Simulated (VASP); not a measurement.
Input of a VASP 6.6.1 run:

Contents of INCAR:

```
SYSTEM = LiTa4O
PREC = Accurate
ENCUT = 520
EDIFF = 1E-6
ISMEAR = 0
SIGMA = 0.1
LREAL = .FALSE.
LASPH = .TRUE.
NELM = 100
ALGO = Normal
ISIF = 2
LWAVE = .FALSE.
LCHARG = .FALSE.
GGA = PE
NBANDS = 36
```

KPOINTS

```
regular mesh
0
G
  12 12 8
  0 0 0
```

File POSCAR:

```
LiTa4O
1.0
    5.5138045961      0.0000000000      0.0000000000
   -2.7569022981      4.7750948517      0.0000000000
    0.0000000000      0.0000000000      4.4151222126
Li Ta O
1 4 1
Direct
    0.0000000000      0.0000000000      0.0000000000
    0.6666666667      0.3333333333      0.0000000000
    0.5045127121      0.0090254241      0.5000000000
    0.9909745759      0.4954872879      0.5000000000
    0.5045127121      0.4954872879      0.5000000000
    0.3333333333      0.6666666667      0.0000000000
```

Potentials or basis: VASP PAW PBE potentials, release 64 (Li_sv, Ta_pv, O).

The run is started by

```console
$ cat potpaw_PBE.64/Li_sv/POTCAR potpaw_PBE.64/Ta_pv/POTCAR potpaw_PBE.64/O/POTCAR > POTCAR
$ mpirun -np 1 vasp_std > vasp.out
```

(1) Estimate the band gap on the k mesh.

Results:

(1) zero (an odd number of electrons rules out a gap without spin polarisation).

Caveat: spin-orbit coupling is left out, which moves the levels of the heavy elements; an odd number of electrons without spin polarisation forces a metal; a magnetic or distorted state may lie lower.
